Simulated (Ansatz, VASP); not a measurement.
# NiO: VASP and Ansatz over several settings

```
Ni O
1.0
     0.00000    2.05771    2.05771
     2.05771    0.00000    2.05771
     2.05771    2.05771    0.00000
Ni O
1 1
Direct
  0.00000 0.00000 0.00000
  0.50000 0.50000 0.50000
```

Single points on this cell with VASP 6.6.1 and Ansatz 0.2.0. Each row is one pair of runs. Alike in all rows: spin: collinear, typed start; k mesh: 11 × 11 × 11; smearing: fermi-dirac, width 0.05 eV; VASP's potentials, cutoff: VASP PAW PBE potentials, release 64 (Ni, O), 520 eV.

| level | Ansatz's potentials, cutoff | gap on the k mesh at the Fermi level (eV), VASP | gap on the k mesh at the Fermi level (eV), Ansatz | net moment per atom (μB), VASP | net moment per atom (μB), Ansatz |
| --- | --- | --- | --- | --- | --- |
| RPBE | Ansatz PAW, 420 eV | none | none | 0.83 | 0.86 |
| PBE exchange alone | Ansatz PAW, 420 eV | none | ? | 0.91 | ? |
| r2SCAN | Ansatz PAW, 500 eV | 0.59 | 0.67 | 1.00 | 1.00 |

**Question.** Fill in what Ansatz gave in row 2.

**Answer.** gap on the k mesh at the Fermi level (eV): none; net moment per atom (μB): 0.92.

VASP's potentials hold 16 valence electrons a cell and Ansatz's 24, so a difference there can come from the potentials and not from the codes.

A gap of «none» marks a metal or a gap that the smearing closes.

Noted on Ansatz's runs: the magnetic or orbital state may not be the lowest; odd divisions of the mesh miss points on the zone boundary, where band edges often lie, so the gap on the mesh can be too wide.

A gap of «none» marks a metal or a gap under the smearing width.
